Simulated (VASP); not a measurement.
# HfN (Fm-3m) in VASP: single point with r2SCAN

Aim: the single point of HfN with r2SCAN.

Program: VASP 6.6.1. These are calculated values, not measurements. Logs are shortened: lines on timing, memory, paths and dates and some standing lists are left out, and cuts for length are marked.

**1. The cell of the first run**

The structure is cubic, space group Fm-3m (No. 225). Conventional cell: a = 4.525 Å, b = 4.525 Å, c = 4.525 Å, α = 90.00°, β = 90.00°, γ = 90.00°. Within 3.0 Å of Hf (site symmetry m-3m) lie 6 N at 2.26 Å. Within 3.0 Å of N (site symmetry m-3m) lie 6 Hf at 2.26 Å.

**2. Single point, r2SCAN**

The input, POSCAR:

```
HfN
1.0
    4.5254751109      0.0000000000      0.0000000000
    0.0000000000     -4.5254751109      0.0000000000
    0.0000000000      0.0000000000     -4.5254751109
Hf N
4 4
Direct
    0.0000000000      0.0000000000      0.0000000000
    0.5000000000      0.5000000000      0.0000000000
    0.5000000000      0.0000000000      0.5000000000
    0.0000000000      0.5000000000      0.5000000000
    0.5000000000      0.0000000000      0.0000000000
    0.0000000000      0.5000000000      0.0000000000
    0.0000000000      0.0000000000      0.5000000000
    0.5000000000      0.5000000000      0.5000000000
```

The input, INCAR.step1:

```
SYSTEM = HfN
PREC     = Accurate       ! precision mode
ENCUT    = 660            ! plane-wave cutoff, eV
ISMEAR   = 0              ! smearing method
SIGMA    = 0.1            ! smearing width, eV
LREAL    = .False.        ! projectors in reciprocal space
LASPH    = .True.         ! aspherical terms in the spheres
NELM     = 120            ! most SCF steps
NBANDS   = 40             ! bands
GGA      = PE             ! functional
ALGO     = Normal         ! electronic algorithm
EDIFF    = 1E-5           ! SCF threshold, eV
LWAVE    = .True.         ! write WAVECAR
LCHARG   = .False.        ! write CHGCAR
GGA_COMPAT= .False.
```

The input, INCAR.step2:

```
SYSTEM = HfN
PREC     = Accurate       ! precision mode
ENCUT    = 660            ! plane-wave cutoff, eV
EDIFF    = 1E-6           ! SCF threshold, eV
ISMEAR   = 0              ! smearing method
SIGMA    = 0.1            ! smearing width, eV
LREAL    = .False.        ! projectors in reciprocal space
LASPH    = .True.         ! aspherical terms in the spheres
NELM     = 120            ! most SCF steps
ALGO     = Normal         ! electronic algorithm
ISIF     = 2              ! what is computed and relaxed
LWAVE    = .False.        ! write WAVECAR
LCHARG   = .False.        ! write CHGCAR
METAGGA  = R2SCAN         ! meta-GGA
LMIXTAU  = .True.       
NBANDS   = 40             ! bands
ISTART   = 1            
GGA_COMPAT= .False.
```

The input, KPOINTS:

```
Automatic mesh
0
Gamma
  8 8 8
  0 0 0
```

Potentials or basis: VASP PAW PBE potentials, release 64 (Hf_pv, N).

Launch:

```console
cat potpaw_PBE.64/Hf_pv/POTCAR potpaw_PBE.64/N/POTCAR > POTCAR
cp INCAR.step1 INCAR
mpirun -np 1 vasp_std > vasp.out
cp INCAR.step2 INCAR
mpirun -np 1 vasp_std > vasp.out
```

OUTCAR:

```text
SYSTEM = HfN
   PREC = Accurate
   ENCUT = 660
   EDIFF = 1E-6
   ISMEAR = 0
   LREAL = .False.
   LASPH = .True.
   NELM = 120
   ISIF = 2
   METAGGA = R2SCAN
   ISTART = 1

 ion  position               nearest neighbor table
   1  0.000  0.000  0.000-   5 2.26   6 2.26   7 2.26   7 2.26   6 2.26   5 2.26   3 3.20   4 3.20
                             2 3.20   2 3.20   4 3.20   3 3.20   4 3.20   2 3.20   3 3.20   4 3.20
   2  0.500  0.500  0.000-   5 2.26   6 2.26   8 2.26   8 2.26   5 2.26   6 2.26   3 3.20   4 3.20
                             1 3.20   1 3.20   3 3.20   3 3.20   3 3.20   1 3.20   4 3.20   4 3.20
   3  0.500  0.000  0.500-   5 2.26   7 2.26   8 2.26   5 2.26   8 2.26   7 2.26   1 3.20   2 3.20
                             1 3.20   2 3.20   4 3.20   2 3.20   2 3.20   1 3.20   4 3.20   4 3.20
   4  0.000  0.500  0.500-   6 2.26   7 2.26   8 2.26   6 2.26   7 2.26   8 2.26   1 3.20   2 3.20
                             1 3.20   1 3.20   3 3.20   2 3.20   1 3.20   2 3.20   3 3.20   3 3.20
   5  0.500  0.000  0.000-   1 2.26   2 2.26   3 2.26   3 2.26   2 2.26   1 2.26
   6  0.000  0.500  0.000-   1 2.26   2 2.26   4 2.26   4 2.26   1 2.26   2 2.26
   7  0.000  0.000  0.500-   1 2.26   3 2.26   4 2.26   1 2.26   4 2.26   3 2.26
   8  0.500  0.500  0.500-   2 2.26   3 2.26   4 2.26   2 2.26   3 2.26   4 2.26

  LATTYP: Found a simple cubic cell.
 ALAT       =     4.5254751109

  Lattice vectors:

 A1 = (   4.5254751109,   0.0000000000,   0.0000000000)
 A2 = (   0.0000000000,  -4.5254751109,   0.0000000000)
 A3 = (   0.0000000000,   0.0000000000,  -4.5254751109)

Analysis of symmetry for initial positions (statically):
=====================================================================
 Subroutine PRICEL returns following result:

  LATTYP: Found a face centered cubic cell.
 ALAT       =     4.5254751109

  Lattice vectors:

 A1 = (   2.2627375554,   2.2627375554,   0.0000000000)
 A2 = (   2.2627375554,   0.0000000000,  -2.2627375554)
 A3 = (   0.0000000000,   2.2627375554,  -2.2627375554)

   4 primitive cells build up your supercell.

 Routine SETGRP: Setting up the symmetry group for a
 simple cubic supercell.

 Subroutine GETGRP returns: Found 48 space group operations
 (whereof 48 operations were pure point group operations)
 out of a pool of 48 trial point group operations.

The static configuration has the point symmetry O_h .

Analysis of symmetry for dynamics (positions and initial velocities):
=====================================================================
 Subroutine PRICEL returns following result:

  LATTYP: Found a face centered cubic cell.
 ALAT       =     4.5254751109

  Lattice vectors:

 A1 = (   2.2627375554,   2.2627375554,   0.0000000000)
 A2 = (   2.2627375554,   0.0000000000,  -2.2627375554)
 A3 = (   0.0000000000,   2.2627375554,  -2.2627375554)

   4 primitive cells build up your supercell.

 Routine SETGRP: Setting up the symmetry group for a
 simple cubic supercell.

 Subroutine GETGRP returns: Found 48 space group operations
 (whereof 48 operations were pure point group operations)
 out of a pool of 48 trial point group operations.

The dynamic configuration has the point symmetry O_h .

 Subroutine INISYM returns: Found 48 space group operations
 (whereof 48 operations are pure point group operations),
 and found     4 'primitive' translations

----------------------------------------------------------------------------------------

                                     Primitive cell

  volume of cell :      23.1703

  direct lattice vectors                    reciprocal lattice vectors
     2.262737555  2.262737555  0.000000000     0.220971274  0.220971274  0.220971274
     2.262737555  0.000000000 -2.262737555     0.220971274 -0.220971274 -0.220971274
     0.000000000  2.262737555 -2.262737555    -0.220971274  0.220971274 -0.220971274

  length of vectors
     3.199994139  3.199994139  3.199994139     0.382733473  0.382733473  0.382733473

  position of ions in fractional coordinates (direct lattice)
     0.000000000  0.000000000  0.000000000
     0.500000000  0.500000000  0.500000000

  ion indices of the primitive-cell ions
   primitive index   ion index
                 1           1
                 2           5

----------------------------------------------------------------------------------------

 KPOINTS: Automatic mesh

Automatic generation of k-mesh.
 Grid dimensions read from file:
 generate k-points for:    8    8    8

 Generating k-lattice:

  Cartesian coordinates                     Fractional coordinates (reciprocal lattice)
     0.027621409  0.000000000  0.000000000     0.125000000  0.000000000  0.000000000
     0.000000000 -0.027621409  0.000000000     0.000000000  0.125000000  0.000000000
     0.000000000  0.000000000 -0.027621409     0.000000000  0.000000000  0.125000000

  Length of vectors
     0.027621409  0.027621409  0.027621409

  Shift w.r.t. Gamma in fractional coordinates (k-lattice)
     0.000000000  0.000000000  0.000000000

 Subroutine IBZKPT returns following result:
 ===========================================

 Found     35 irreducible k-points:

 Following reciprocal coordinates:
            Coordinates               Weight
  0.000000  0.000000  0.000000      1.000000
  0.125000  0.000000  0.000000      6.000000
  0.250000  0.000000  0.000000      6.000000
  0.375000  0.000000  0.000000      6.000000
  0.500000  0.000000  0.000000      3.000000
  0.125000  0.125000  0.000000     12.000000
[... 16 lines left out ...]
  0.375000  0.375000  0.125000     24.000000
  0.500000  0.375000  0.125000     24.000000
 [... further k-points ...]
   k-points           NKPTS =     35   k-points in BZ     NKDIM =     35   number of bands    NBANDS=     40
   number of dos      NEDOS =    301   number of ions     NIONS =      8
   total plane-waves  NPLWV =  64000
   dimension x,y,z NGX =    40 NGY =   40 NGZ =   40
   dimension x,y,z NGXF=    80 NGYF=   80 NGZF=   80
   ions per type =               4   4
   NGX,Y,Z   is equivalent  to a cutoff of  14.69, 14.69, 14.69 a.u.
   NGXF,Y,Z  is equivalent  to a cutoff of  29.39, 29.39, 29.39 a.u.
 SYSTEM =  HfN
   PREC   = accura    normal or accurate (medium, high low for compatibility)
   ISTART =      1    job   : 0-new  1-cont  2-samecut
   ICHARG =      0    charge: 1-file 2-atom 10-const
   ISPIN  =      1    spin polarized calculation?
   LNONCOLLINEAR =      F non collinear calculations
   LSORBIT =      F    spin-orbit coupling
   LASPH  =      T    aspherical Exc in radial PAW
   ENCUT  =  660.0 eV  48.51 Ry    6.96 a.u.   9.48  9.48  9.48*2*pi/ulx,y,z
   NELM   =    120;   NELMIN=  2; NELMDL=  0     # of ELM steps
   EDIFF  = 0.1E-05   stopping-criterion for ELM
   LREAL  =      F    real-space projection
   EDIFFG = 0.1E-04   stopping-criterion for IOM
   NSW    =      0    number of steps for IOM
   IBRION =     -1    ionic relax: 0-MD 1-quasi-New 2-CG
   NFREE  =      0    steps in history (QN), initial steepest desc. (CG)
   ISIF   =      2    stress and relaxation
   ISYM   =      2    0-nonsym 1-usesym 2-fastsym
   POTIM  = 0.5000    time-step for ionic-motion
   TEBEG  =    0.0;   TEEND  =   0.0 temperature during run
   PSTRESS=    0.0 pullay stress
   NELECT =      60.0000    total number of electrons
   NUPDOWN=      -1.0000    fix difference up-down
   EMIN   =  10.00;   EMAX   =-10.00  energy-range for DOS
   EFERMI =   0.00;   METHOD = LEGACY
   ISMEAR =     0;   SIGMA  =   0.10  broadening in eV -4-tet -1-fermi 0-gaus
   EFERMI_NEDOS =   21; number of points for ismear=-14 and -15
   IALGO  =     38    algorithm
   IMIX   =      4    mixing-type and parameters
     AMIX     =   0.40;   BMIX     =  1.00
     AMIX_MAG =   1.60;   BMIX_MAG =  1.00
  volume/ion in A,a.u.               =      11.59        78.18
  Fermi-wavevector in a.u.,A,eV,Ry     =   1.416210  2.676249 27.288545  2.005651
  Thomas-Fermi vector in A             =   2.537568
   LORBIT       =      0    0 simple, 1 ext, 2 COOP (PROOUT), +10 PAW based schemes
   METAGGA = R2SCAN    functional components
   LHFCALC =     F    Hartree Fock is set to
   AEXX    =    0.0000 exact exchange contribution
   IVDW    =     0    specifies the selected vdW correction
   LEPSILON=     F    determine dielectric tensor
   LRPA    =     F    only Hartree local field effects (RPA)
 non-spin polarized calculation
 Gauss-broadening in eV      SIGMA  =   0.10
  energy-cutoff  :      660.00
  volume of cell :       92.68
 maximum number of plane-waves:      3608
 NGX is ok and might be reduce to    40
   NGX = 19   NGY = 19   NGZ = 19

 number of electron      59.9999992 magnetization

 Free energy of the ion-electron system (eV)
  ---------------------------------------------------
  ext. energy  EPLUGINS =         0.00000000
  ---------------------------------------------------
  free energy    TOTEN  =      -232.92101608 eV

  energy without entropy =     -232.90776334  energy(sigma->0) =     -232.91438971

 E-fermi :   8.4523     XC(G=0): -13.5319

 val. band max:        8.3600127217   @ k =   0.3750   0.2500   0.1250
 cond. band min:       8.4537254678   @ k =   0.1250   0.1250   0.1250
 fundamental gap:      0.0937127461
 Fermi energy:         8.4522767506

 k-point     1 :       0.0000    0.0000    0.0000
  band No.  band energies     occupation
      1     -24.8429      2.00000
      2     -24.8429      2.00000
      3     -24.8429      2.00000
      4     -24.3711      2.00000
      5     -24.3711      2.00000
      6     -24.3711      2.00000
[... 32 lines left out ...]
     39      12.5961      0.00000
     40      12.5961      0.00000

 k-point     2 :       0.1250    0.0000    0.0000
  band No.  band energies     occupation
      1     -24.8255      2.00000
      2     -24.8255      2.00000
      3     -24.8208      2.00000
      4     -24.3897      2.00000
      5     -24.3897      2.00000
      6     -24.3772      2.00000
[... 32 lines left out ...]
     39      12.9485      0.00000
     40      12.9485      0.00000

 k-point     3 :       0.2500    0.0000    0.0000
  band No.  band energies     occupation
      1     -24.7757      2.00000
      2     -24.7757      2.00000
      3     -24.7554      2.00000
      4     -24.4422      2.00000
      5     -24.4422      2.00000
      6     -24.3917      2.00000
[... 853 lines left out ...]
  band No.  band energies     occupation
      1     -24.8067      2.00000
      2     -24.7948      2.00000
      3     -24.7948      2.00000
      4     -24.6815      2.00000
      5     -24.4801      2.00000
      6     -24.3647      2.00000
[... 32 lines left out ...]
     39      12.3015      0.00000
     40      12.3041      0.00000

 k-point    24 :       0.5000    0.3750    0.1250
  band No.  band energies     occupation
      1     -24.8174      2.00000
      2     -24.8174      2.00000
      3     -24.7597      2.00000
      4     -24.7597      2.00000
      5     -24.4236      2.00000
      6     -24.4236      2.00000
[... 32 lines left out ...]
     39      12.2069      0.00000
     40      12.2069      0.00000

 [... further k-points ...]

------------------------ aborting loop because EDIFF is reached ----------------------------------------

  FORCE on cell =-STRESS in cart. coord.  units (eV):
  Direction    XX          YY          ZZ          XY          YZ          ZX
  --------------------------------------------------------------------------------------
  -------------------------------------------------------------------------------------
  Total       -1.5134587     -1.5134587     -1.5134587      0.0000000     -0.0000000     -0.0000000
  in kB      -26.1630638    -26.1630638    -26.1630638      0.0000000     -0.0000000     -0.0000000
  external PRESSURE =     -26.1630638 kB  Pullay stress =       0.0000000 kB

 VOLUME and BASIS-vectors are now :
 -----------------------------------------------------------------------------
  energy-cutoff  :      660.00
  volume of cell :       92.68
      direct lattice vectors                 reciprocal lattice vectors
     4.525475111  0.000000000  0.000000000     0.220971274  0.000000000  0.000000000
     0.000000000 -4.525475111  0.000000000     0.000000000 -0.220971274  0.000000000
     0.000000000  0.000000000 -4.525475111     0.000000000  0.000000000 -0.220971274

 POSITION                                       TOTAL-FORCE (eV/Angst)
 -----------------------------------------------------------------------------------
      0.00000      0.00000      0.00000         0.000000     -0.000000      0.000000
      2.26274     -2.26274      0.00000        -0.000000     -0.000000     -0.000000
      2.26274      0.00000     -2.26274        -0.000000      0.000000     -0.000000
      0.00000     -2.26274     -2.26274         0.000000      0.000000      0.000000
      2.26274      0.00000      0.00000        -0.000000      0.000000     -0.000000
      0.00000     -2.26274      0.00000         0.000000     -0.000000     -0.000000
      0.00000      0.00000     -2.26274         0.000000      0.000000      0.000000
      2.26274     -2.26274     -2.26274        -0.000000     -0.000000      0.000000
 -----------------------------------------------------------------------------------
    total drift:                                0.000000     -0.000000      0.000000

  FREE ENERGIE OF THE ION-ELECTRON SYSTEM (eV)
  ---------------------------------------------------
  free  energy   TOTEN  =      -232.9210160802 eV

  energy  without entropy=     -232.9077633396  energy(sigma->0) =     -232.91438971
```

Run time: 15 min. Hardware: 1 thread of Oxide Virtual Turin-like, shared host; peak memory 0.31 GiB.

Results:

```yaml
Free_energy: -232.9210 eV
Pressure: -2.6 GPa
Band_gap_on_the_k_mesh: zero (bands 30 and 31 overlap by 6.78 eV)
```

Caveat: the PAW data sets were made with another functional, which shifts forces and pressure a little; spin-orbit coupling is left out, which moves the levels of the heavy elements.

The gap in the log of VASP goes by the Fermi energy; the results here count the filled bands.